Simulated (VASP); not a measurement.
Crystal: Co.

```
Co
1.0
     2.42202    0.00000    0.00000
    -1.21101    2.09753    0.00000
     0.00000    0.00000    3.91713
Co
2
Direct
  0.66667 0.33333 0.25000
  0.33333 0.66667 0.75000
```

Program: VASP 6.6.1. Alike in all runs: task single point; level PBE; potentials or basis VASP PAW PBE potentials, release 64 (Co); cell as given; k mesh 24 × 24 × 12; cutoff (eV) 520; smearing gaussian 0.15 eV.

**Question.** Order these runs on this cell by their pressure, lowest first.
A. spin off
B. spin collinear, ferromagnetic start; fixed moment (μB) 1.65
C. spin collinear, ferromagnetic start; fixed moment (μB) 3.3

**Answer.** A (9.8 GPa), B (12.9 GPa), C (24.2 GPa).

Caveats: the total moment is fixed, so each spin has its own Fermi level (some runs).
